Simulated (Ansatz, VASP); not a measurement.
## SiC2: VASP beside Ansatz

```
CELL_PARAMETERS angstrom
4.54525 0.00000 0.00000
0.00000 4.54525 0.00000
0.00000 0.00000 2.94688
ATOMIC_POSITIONS crystal
Si 0.00000 0.00000 0.00000
Si 0.50000 0.50000 0.50000
C 0.29296 0.29296 0.00000
C 0.20704 0.79296 0.50000
C 0.70704 0.70704 0.00000
C 0.79296 0.20704 0.50000
```

Alike in both runs: functional PBE; k mesh 8 × 8 × 12; occupations gaussian, width 0.1 eV; no spin polarisation.

Ansatz relaxed the structure, and its values are those at the end. VASP's run is a single point on that final structure, the one shown.

```csv
,VASP,Ansatz
version,VASP 6.6.1,Ansatz 0.2.0
potentials or method,"VASP PAW PBE potentials, release 64 (Si, C), cutoff 520 eV","scalar-relativistic, plane waves, PAW"
valence electrons in the cell,24,24
```

VASP gave:

```
gap on the k mesh at the Fermi level (eV) : none
pressure (GPa)                            : -0.1
```

Problem. What did Ansatz give for the same quantities?

Solution. gap on the k mesh at the Fermi level (eV): none; pressure (GPa): 0.0.

A gap of «none» marks a metal or a gap that the smearing closes. With one functional, cell and mesh, what is left measures potentials, basis and numerics.
